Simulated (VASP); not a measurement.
Input of a VASP 6.6.1 run:

INCAR

```
PREC     = Accurate       # precision mode
ENCUT    = 520            # plane-wave cutoff, eV
EDIFF    = 1E-6           # SCF threshold, eV
ISMEAR   = 0              # smearing method
SIGMA    = 0.05           # smearing width, eV
LREAL    = F              # projectors in reciprocal space
LASPH    = T              # aspherical terms in the spheres
NELM     = 60             # most SCF steps
ALGO     = Normal         # electronic algorithm
ISIF     = 2              # what is computed and relaxed
LWAVE    = F              # write WAVECAR
LCHARG   = F              # write CHGCAR
GGA      = PE             # functional
NBANDS   = 11             # bands
```

The input KPOINTS:

```
Automatic mesh
0
Gamma
  6 6 6
```

Contents of POSCAR:

```
Si
1.0
    0.0000000000      2.7357379431      2.7357379431
    2.7357379431      0.0000000000      2.7357379431
    2.7357379431      2.7357379431      0.0000000000
Si
2
Direct
    0.5000000000      0.5000000000      0.5000000000
    0.7500000000      0.7500000000      0.7500000000
```

Potentials or basis: VASP PAW PBE potentials, release 64 (Si).

Command:

```sh
$ cat potpaw_PBE.64/Si/POTCAR > POTCAR
$ mpirun -np 1 vasp_std > vasp.out
```

(1) Estimate the pressure.

(2) Estimate the band gap on the k mesh.

Answers

(1) -0.1 GPa.

(2) 0.75 eV, indirect (least direct gap 2.55 eV).
